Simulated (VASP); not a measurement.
# GaGe3 in VASP: a series of runs

GaGe3 is run at these levels: PBE; tasks: single point.

Program: VASP 6.6.1. These are calculated values, not measurements. Logs are shortened: lines on timing, memory, paths and dates and some standing lists are left out, and cuts for length are marked.

## (1) The cell of the first run

The structure is cubic, space group Pm-3m (No. 221). Conventional cell: a = 4.278 Å, b = 4.278 Å, c = 4.278 Å, α = 90.00°, β = 90.00°, γ = 90.00°. Ga (site symmetry m-3m) has 12 Ge at 3.03 Å within 4.0 Å. Within 4.0 Å of Ge (site symmetry 4/mmm) lie 4 Ga at 3.03 Å and 8 Ge at 3.03 Å.

## (2) Single point, PBE

Contents of INCAR:

```
PREC     = Accurate       # precision mode
ENCUT    = 520            # plane-wave cutoff, eV
EDIFF    = 1E-6           # SCF threshold, eV
ISMEAR   = -1             # smearing method
SIGMA    = 0.15           # smearing width, eV
LREAL    = F              # projectors in reciprocal space
LASPH    = T              # aspherical terms in the spheres
NELM     = 100            # most SCF steps
ALGO     = Normal         # electronic algorithm
ISIF     = 2              # what is computed and relaxed
LWAVE    = F              # write WAVECAR
LCHARG   = T              # write CHGCAR
GGA      = PE             # functional
LELF     = T              # ELF
LVHAR    = T            
NBANDS   = 36             # bands
```

Contents of KPOINTS:

```
regular mesh
0
Gamma
  6 6 6
```

Contents of POSCAR:

```
GaGe3
1.0
    4.2784700000      0.0000000000      0.0000000000
    0.0000000000      4.2784700000      0.0000000000
    0.0000000000      0.0000000000      4.2784700000
Ga Ge
1 3
Direct
    0.0000000000      0.0000000000      0.0000000000
    0.0000000000      0.5000000000      0.5000000000
    0.5000000000      0.0000000000      0.5000000000
    0.5000000000      0.5000000000      0.0000000000
```

Potentials or basis: VASP PAW PBE potentials, release 64 (Ga_d, Ge_d).

Run with:

```sh
cat potpaw_PBE.64/Ga_d/POTCAR potpaw_PBE.64/Ge_d/POTCAR > POTCAR
mpirun -np 1 vasp_std > vasp.out
```

OUTCAR:

```text
PREC = Accurate
   ENCUT = 520
   EDIFF = 1E-6
   ISMEAR = -1
   LREAL = F
   LASPH = T
   NELM = 100
   ISIF = 2
   GGA = PE

 ion  position               nearest neighbor table
   1  0.000  0.000  0.000-
   2  0.000  0.500  0.500-
   3  0.500  0.000  0.500-
   4  0.500  0.500  0.000-

  LATTYP: Found a simple cubic cell.
 ALAT       =     4.2784700000

  Lattice vectors:

 A1 = (   4.2784700000,   0.0000000000,   0.0000000000)
 A2 = (   0.0000000000,   4.2784700000,   0.0000000000)
 A3 = (   0.0000000000,   0.0000000000,   4.2784700000)

Analysis of symmetry for initial positions (statically):
=====================================================================
 Subroutine PRICEL returns:
 Original cell was already a primitive cell.

 Routine SETGRP: Setting up the symmetry group for a
 simple cubic supercell.

 Subroutine GETGRP returns: Found 48 space group operations
 (whereof 48 operations were pure point group operations)
 out of a pool of 48 trial point group operations.

The static configuration has the point symmetry O_h .

Analysis of symmetry for dynamics (positions and initial velocities):
=====================================================================
 Subroutine PRICEL returns:
 Original cell was already a primitive cell.

 Routine SETGRP: Setting up the symmetry group for a
 simple cubic supercell.

 Subroutine GETGRP returns: Found 48 space group operations
 (whereof 48 operations were pure point group operations)
 out of a pool of 48 trial point group operations.

The dynamic configuration has the point symmetry O_h .

 Subroutine INISYM returns: Found 48 space group operations
 (whereof 48 operations are pure point group operations),
 and found     1 'primitive' translations

----------------------------------------------------------------------------------------

                                     Primitive cell

  volume of cell :      78.3187

  direct lattice vectors                    reciprocal lattice vectors
     4.278470000  0.000000000  0.000000000     0.233728412  0.000000000  0.000000000
     0.000000000  4.278470000  0.000000000     0.000000000  0.233728412  0.000000000
     0.000000000  0.000000000  4.278470000     0.000000000  0.000000000  0.233728412

  length of vectors
     4.278470000  4.278470000  4.278470000     0.233728412  0.233728412  0.233728412

  position of ions in fractional coordinates (direct lattice)
     0.000000000  0.000000000  0.000000000
     0.000000000  0.500000000  0.500000000
     0.500000000  0.000000000  0.500000000
     0.500000000  0.500000000  0.000000000

  ion indices of the primitive-cell ions
   primitive index   ion index
                 1           1
                 2           2
                 3           3
                 4           4

----------------------------------------------------------------------------------------

 KPOINTS: regular mesh

Automatic generation of k-mesh.
 Grid dimensions read from file:
 generate k-points for:    6    6    6

 Generating k-lattice:

  Cartesian coordinates                     Fractional coordinates (reciprocal lattice)
     0.038954735  0.000000000  0.000000000     0.166666667  0.000000000  0.000000000
     0.000000000  0.038954735  0.000000000     0.000000000  0.166666667  0.000000000
     0.000000000  0.000000000  0.038954735     0.000000000  0.000000000  0.166666667

  Length of vectors
     0.038954735  0.038954735  0.038954735

  Shift w.r.t. Gamma in fractional coordinates (k-lattice)
     0.000000000  0.000000000  0.000000000

 Subroutine IBZKPT returns following result:
 ===========================================

 Found     20 irreducible k-points:

 Following reciprocal coordinates:
            Coordinates               Weight
  0.000000  0.000000  0.000000      1.000000
  0.166667  0.000000  0.000000      6.000000
  0.333333  0.000000  0.000000      6.000000
  0.500000  0.000000  0.000000      3.000000
  0.166667  0.166667  0.000000     12.000000
  0.333333  0.166667  0.000000     24.000000
[... 12 lines left out ...]
  0.500000  0.500000  0.333333      6.000000
  0.500000  0.500000  0.500000      1.000000
   k-points           NKPTS =     20   k-points in BZ     NKDIM =     20   number of bands    NBANDS=     36
   number of dos      NEDOS =    301   number of ions     NIONS =      4
   total plane-waves  NPLWV =  32768
   dimension x,y,z NGX =    32 NGY =   32 NGZ =   32
   dimension x,y,z NGXF=    64 NGYF=   64 NGZF=   64
   ions per type =               1   3
   NGX,Y,Z   is equivalent  to a cutoff of  12.43, 12.43, 12.43 a.u.
   NGXF,Y,Z  is equivalent  to a cutoff of  24.87, 24.87, 24.87 a.u.
 SYSTEM =  unknown system
   PREC   = accura    normal or accurate (medium, high low for compatibility)
   ISTART =      0    job   : 0-new  1-cont  2-samecut
   ICHARG =      2    charge: 1-file 2-atom 10-const
   ISPIN  =      1    spin polarized calculation?
   LNONCOLLINEAR =      F non collinear calculations
   LSORBIT =      F    spin-orbit coupling
   LASPH  =      T    aspherical Exc in radial PAW
   ENCUT  =  520.0 eV  38.22 Ry    6.18 a.u.   7.96  7.96  7.96*2*pi/ulx,y,z
   NELM   =    100;   NELMIN=  2; NELMDL= -5     # of ELM steps
   EDIFF  = 0.1E-05   stopping-criterion for ELM
   LREAL  =      F    real-space projection
   EDIFFG = 0.1E-04   stopping-criterion for IOM
   NSW    =      0    number of steps for IOM
   IBRION =     -1    ionic relax: 0-MD 1-quasi-New 2-CG
   NFREE  =      0    steps in history (QN), initial steepest desc. (CG)
   ISIF   =      2    stress and relaxation
   ISYM   =      2    0-nonsym 1-usesym 2-fastsym
   POTIM  = 0.5000    time-step for ionic-motion
   TEBEG  =    0.0;   TEEND  =   0.0 temperature during run
   PSTRESS=    0.0 pullay stress
   NELECT =      55.0000    total number of electrons
   NUPDOWN=      -1.0000    fix difference up-down
   EMIN   =  10.00;   EMAX   =-10.00  energy-range for DOS
   EFERMI =   0.00;   METHOD = LEGACY
   ISMEAR =    -1;   SIGMA  =   0.15  broadening in eV -4-tet -1-fermi 0-gaus
   EFERMI_NEDOS =   21; number of points for ismear=-14 and -15
   IALGO  =     38    algorithm
   IMIX   =      4    mixing-type and parameters
     AMIX     =   0.40;   BMIX     =  1.00
     AMIX_MAG =   1.60;   BMIX_MAG =  1.00
  volume/ion in A,a.u.               =      19.58       132.13
  Fermi-wavevector in a.u.,A,eV,Ry     =   1.455148  2.749831 28.809743  2.117456
  Thomas-Fermi vector in A             =   2.572216
   LORBIT       =      0    0 simple, 1 ext, 2 COOP (PROOUT), +10 PAW based schemes
   GGA     = PE    functional components
[... 5 lines left out ...]
 non-spin polarized calculation
  energy-cutoff  :      520.00
  volume of cell :       78.32
 maximum number of plane-waves:      2176
 NGX is ok and might be reduce to    32
   NGX = 15   NGY = 15   NGZ = 15

 number of electron      54.9999920 magnetization

 Free energy of the ion-electron system (eV)
  ---------------------------------------------------
  ext. energy  EPLUGINS =         0.00000000
  ---------------------------------------------------
  free energy    TOTEN  =       -15.49812570 eV

  energy without entropy =      -15.32976246  energy(sigma->0) =      -15.41394408

 E-fermi :   6.1702     XC(G=0): -11.0433

 val. band max:        6.1220706719   @ k =   0.3333   0.0000   0.0000
 cond. band min:       6.1936378158   @ k =   0.5000   0.5000   0.0000
 fundamental gap:      0.0715671440
 Fermi energy:         6.1702467411

 k-point     1 :       0.0000    0.0000    0.0000
  band No.  band energies     occupation
      1     -18.6545      2.00000
      2     -18.6545      2.00000
      3     -18.6545      2.00000
      4     -18.6438      2.00000
      5     -18.6121      2.00000
      6     -18.6121      2.00000
[... 28 lines left out ...]
     35      12.7810      0.00000
     36      13.1503      0.00000

 k-point     2 :       0.1667    0.0000    0.0000
  band No.  band energies     occupation
      1     -18.6533      2.00000
      2     -18.6465      2.00000
      3     -18.6465      2.00000
      4     -18.6387      2.00000
      5     -18.6114      2.00000
      6     -18.6076      2.00000
[... 28 lines left out ...]
     35      13.3550      0.00000
     36      14.2256      0.00000

 k-point     3 :       0.3333    0.0000    0.0000
  band No.  band energies     occupation
      1     -18.6508      2.00000
      2     -18.6261      2.00000
      3     -18.6250      2.00000
      4     -18.6250      2.00000
      5     -18.6098      2.00000
      6     -18.5962      2.00000
[... 28 lines left out ...]
     35      12.9863      0.00000
     36      12.9863      0.00000

 k-point     4 :       0.5000    0.0000    0.0000
  band No.  band energies     occupation
      1     -18.6495      2.00000
      2     -18.6176      2.00000
      3     -18.6076      2.00000
      4     -18.6017      2.00000
      5     -18.6017      2.00000
      6     -18.5896      2.00000
[... 28 lines left out ...]
     35      11.9158      0.00000
     36      11.9158      0.00000

 k-point     5 :       0.1667    0.1667    0.0000
  band No.  band energies     occupation
      1     -18.6475      2.00000
      2     -18.6433      2.00000
      3     -18.6423      2.00000
      4     -18.6326      2.00000
      5     -18.6091      2.00000
      6     -18.6043      2.00000
[... 499 lines left out ...]
 k-point    18 :       0.5000    0.3333    0.3333
  band No.  band energies     occupation
      1     -18.6257      2.00000
      2     -18.6190      2.00000
      3     -18.6189      2.00000
      4     -18.6164      2.00000
      5     -18.6147      2.00000
      6     -18.6142      2.00000
[... 28 lines left out ...]
     35      13.2680      0.00000
     36      13.6424      0.00000

 k-point    19 :       0.5000    0.5000    0.3333
  band No.  band energies     occupation
      1     -18.6216      2.00000
      2     -18.6216      2.00000
      3     -18.6201      2.00000
      4     -18.6190      2.00000
      5     -18.6163      2.00000
      6     -18.6163      2.00000
[... 28 lines left out ...]
     35      14.1635      0.00000
     36      14.1635      0.00000

 k-point    20 :       0.5000    0.5000    0.5000
  band No.  band energies     occupation
      1     -18.6232      2.00000
      2     -18.6232      2.00000
      3     -18.6232      2.00000
      4     -18.6223      2.00000
      5     -18.6194      2.00000
      6     -18.6194      2.00000
[... 28 lines left out ...]
     35      14.6445      0.00000
     36      14.6445      0.00000

------------------------ aborting loop because EDIFF is reached ----------------------------------------

  FORCE on cell =-STRESS in cart. coord.  units (eV):
  Direction    XX          YY          ZZ          XY          YZ          ZX
  --------------------------------------------------------------------------------------
  -------------------------------------------------------------------------------------
  Total       -0.0539679     -0.0539679     -0.0539679     -0.0000000     -0.0000000      0.0000000
  in kB       -1.1040302     -1.1040302     -1.1040302     -0.0000000     -0.0000000      0.0000000
  external PRESSURE =      -1.1040302 kB  Pullay stress =       0.0000000 kB

 VOLUME and BASIS-vectors are now :
 -----------------------------------------------------------------------------
  energy-cutoff  :      520.00
  volume of cell :       78.32
      direct lattice vectors                 reciprocal lattice vectors
     4.278470000  0.000000000  0.000000000     0.233728412  0.000000000  0.000000000
     0.000000000  4.278470000  0.000000000     0.000000000  0.233728412  0.000000000
     0.000000000  0.000000000  4.278470000     0.000000000  0.000000000  0.233728412

 POSITION                                       TOTAL-FORCE (eV/Angst)
 -----------------------------------------------------------------------------------
      0.00000      0.00000      0.00000         0.000000      0.000000      0.000000
      0.00000      2.13924      2.13924         0.000000      0.000000      0.000000
      2.13924      0.00000      2.13924         0.000000      0.000000      0.000000
      2.13924      2.13924      0.00000         0.000000      0.000000      0.000000
 -----------------------------------------------------------------------------------
    total drift:                                0.000000     -0.000000     -0.000000

  FREE ENERGIE OF THE ION-ELECTRON SYSTEM (eV)
  ---------------------------------------------------
  free  energy   TOTEN  =       -15.4981256959 eV

  energy  without entropy=      -15.3297624592  energy(sigma->0) =      -15.41394408
```

Run time: 22 s. Hardware: 1 thread of Intel Xeon Platinum 8488C (Sapphire Rapids), shared host; peak memory 0.19 GiB.

What came out:

* Free energy: -15.4981 eV
* Pressure: -0.1 GPa

(Continued in part 2 of 3.)
